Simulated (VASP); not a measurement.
Set up this calculation in VASP 6.6.1, as the native input.

```yaml
Task: relaxation of cell and atoms
Functional: PBE
Potentials_or_basis: VASP PAW PBE potentials, release 64 (Ni, Al)
Cutoff: 600 eV
k_mesh: 14 × 14 × 14
Occupations: fermi-dirac, width 0.08 eV
Spin: no spin polarisation
Target_pressure: 0.0033 GPa
Dipole_correction: no
Further_INCAR_settings: ALGO = Normal; EDIFF = 1e-06; IBRION = 2; EDIFFG = -0.005; NSW = 60; ISIF = 3
```

The structure of AlNi (rocksalt type) lies in POSCAR:

```
AlNi
1.0
    0.0000000000      2.4294864418      2.4294864418
    2.4294864418      0.0000000000      2.4294864418
    2.4294864418      2.4294864418      0.0000000000
Ni Al
1 1
Direct
    0.0000000000      0.0000000000      0.0000000000
    0.5000000000      0.5000000000      0.5000000000
```

These files were run (other wordings do the same):

INCAR

```
SYSTEM = AlNi
PREC     = Accurate       ! precision mode
ENCUT    = 600            ! plane-wave cutoff, eV
EDIFF    = 1E-6           ! SCF threshold, eV
ISMEAR   = -1             ! smearing method
SIGMA    = 0.08           ! smearing width, eV
LREAL    = .False.        ! projectors in reciprocal space
LASPH    = .True.         ! aspherical terms in the spheres
NELM     = 100            ! most SCF steps
ALGO     = Normal         ! electronic algorithm
ISIF     = 3              ! what is computed and relaxed
LWAVE    = .False.        ! write WAVECAR
LCHARG   = .False.        ! write CHGCAR
GGA      = PE             ! functional
IBRION   = 2              ! ionic algorithm
NSW      = 60             ! ionic steps
EDIFFG   = -0.005         ! ionic threshold
PSTRESS  = 0.033
```

KPOINTS

```
regular mesh
0
Gamma
  14 14 14
  0 0 0
```

Potentials or basis: VASP PAW PBE potentials, release 64 (Ni, Al).

Run with:

```sh
$ cat potpaw_PBE.64/Ni/POTCAR potpaw_PBE.64/Al/POTCAR > POTCAR
$ mpirun -np 1 vasp_std > vasp.out
```

Results of the run:

* Relaxed volume: 14.33 Å³/atom
* Relaxed cell: a = 3.435 Å, b = 3.435 Å, c = 3.435 Å, α = 60.00°, β = 60.00°, γ = 60.00°
* Space group after relaxing (to 0.05 Å): Fm-3m (No. 225)
* Energy change on relaxing (the enthalpy is what falls): -0.0 meV/atom
* Ionic steps: 3
* Pressure after relaxing: 0.0 GPa

Caveat: the cell is relaxed towards a set pressure, so the enthalpy falls and the energy may rise.

Run time: 49 s on 1 thread of Intel(R) Xeon(R) Platinum 8259CL CPU @ 2.50GHz (Skylake/Cascade Lake), on a shared host, peak memory 0.19 GiB.
